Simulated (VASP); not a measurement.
Crystal: Ca.

```
Ca
1.0
     5.59000    0.00000    0.00000
     0.00000    5.59000    0.00000
     0.00000    0.00000    5.59000
Ca
4
Direct
  0.00000 0.00000 0.00000
  0.00000 0.50000 0.50000
  0.50000 0.00000 0.50000
  0.50000 0.50000 0.00000
```

| Item | Value |
| --- | --- |
| Program | VASP 6.6.1 |
| Task | relaxation of volume and atoms at fixed shape |
| Functional | PBEsol |
| Potentials or basis | VASP PAW PBE potentials, release 64 (Ca_sv) |
| Cutoff | 600 eV |
| k mesh | 4 × 4 × 4 |
| Occupations | methfessel-paxton, width 0.1 eV |
| Spin | no spin polarisation |

At the start: pressure -1.1 GPa; volume 43.67 Å³/atom.

Problem. How do energy, volume and symmetry change on relaxing?

Solution. Over 3 steps the energy falls by 9.4 meV/atom and the volume is 41.03 Å³/atom (-6.0 %); space group Fm-3m (No. 225, to 0.1 Å) before and after.

The path:
```tsv
step	energy change (eV)	largest force (eV/Å)	pressure (GPa)	volume (Å³)
1	0.0000	0.0000	-1.06	174.68
2	-0.0331	0.0000	-0.39	167.47
3	-0.0375	0.0000	-0.03	164.13
```

Final structure:
```
Ca
1.0
     5.47511    0.00000    0.00000
     0.00000    5.47511    0.00000
     0.00000    0.00000    5.47511
Ca
4
Direct
  0.00000 0.00000 0.00000
  0.00000 0.50000 0.50000
  0.50000 0.00000 0.50000
  0.50000 0.50000 0.00000
```

Caveat: the highest band is partly filled, so the run has too few bands; the PAW data sets were made with another functional, which shifts forces and pressure a little.
